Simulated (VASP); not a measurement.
The system is KI.

```
K I
1.0
    -0.11814    3.42614    3.42614
     3.42614   -0.11814    3.42614
     3.42614    3.42614   -0.11814
K I
1 1
Cartesian
  0.0000 0.0000 0.0000
  3.3671 3.3671 3.3671
```

This cell differs from its parent crystal: strain along [111] -5.0%.

Base run:

- Program: VASP 6.6.1
- Functional: HSE06
- Potentials or basis: VASP PAW PBE potentials, release 64 (K_sv, I)
- Cutoff: 520 eV
- k mesh: 4 × 4 × 4
- Occupations: gaussian, width 0.01 eV
- Spin: no spin polarisation

Its results: band gap on the k mesh 4.96 eV; pressure 1.0 GPa.

Q: The run is repeated on the same cell with these changes: functional from HSE06 to r2SCAN; k mesh from 4 × 4 × 4 to 6 × 6 × 6. What comes out?

A: Band gap on the k mesh 4.62 eV; pressure 0.7 GPa.

Several settings changed at once.

Caveats: the PAW data sets were made with another functional, which shifts forces and pressure a little; spin-orbit coupling is left out, which moves the levels of the heavy elements.

